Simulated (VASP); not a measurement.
# HfNb2CN2: single point with PBE

Crystal: HfNb2CN2.

```
Hf Nb C N
1.0
    -1.86647    1.86647    5.38923
     1.86647   -1.86647    5.38923
     1.86647    1.86647   -5.38923
Hf Nb C N
1 2 1 2
Direct
  0.00000 0.00000 0.00000
  0.35511 0.35511 0.00000
  0.64489 0.64489 0.00000
  0.50000 0.50000 0.00000
  0.75000 0.25000 0.50000
  0.25000 0.75000 0.50000
```

| Property | Result |
| --- | --- |
| Program | VASP 6.6.1 |
| Task | single point |
| Functional | PBE |
| Potentials or basis | VASP PAW PBE potentials, release 64 (Hf_pv, Nb_sv, C, N) |
| Cutoff | 520 eV |
| k mesh | 6 × 6 × 6 |
| Occupations | gaussian, width 0.1 eV |
| Spin | no spin polarisation |

```yaml
Pressure: 49.4 GPa
Largest_force: 26.628 eV/Å
Band_gap_on_the_k_mesh: zero (band 25 reaches 9.49 eV, above the bottom of band 26 at 8.39 eV)
```

Forces in eV/Å, atoms in the order of the input:
```
Hf    0.000   0.000   0.000
Nb    0.000   0.000 -26.628
Nb    0.000   0.000  26.628
C     0.000   0.000   0.000
N     0.000   0.000   0.000
N     0.000   0.000   0.000
```

Stress tensor (GPa, compression positive):
```
  3.19   0.00   0.00
  0.00   3.19   0.00
  0.00   0.00 141.92
```

Levels at points of the mesh, in eV from the Fermi level:
```csv
k point,band 23,band 24,band 25,band 26,band 27,band 28
"(0.00, 0.00, 0.00)",-0.85,-0.45,-0.45,-0.39,0.56,0.56
"(0.50, 0.00, 0.00)",-2.28,0.08,0.28,0.45,0.82,1.02
"(0.50, 0.50, 0.00)",-1.76,-1.29,-0.86,-0.76,0.16,1.15
"(0.50, 0.50, 0.50)",-2.08,-2.08,-0.47,0.55,0.72,1.55
```

Wall time 93 s on 1 thread of Intel(R) Xeon(R) 6975P-C (Granite Rapids), with other jobs on the host, peak memory 0.37 GiB.

Caveat: the k points lie up to 0.40 Å⁻¹ apart; spin-orbit coupling is left out, which moves the levels of the heavy elements; forces of over 1 eV/Å act on the atoms, so gaps and moduli don't describe the material at rest.
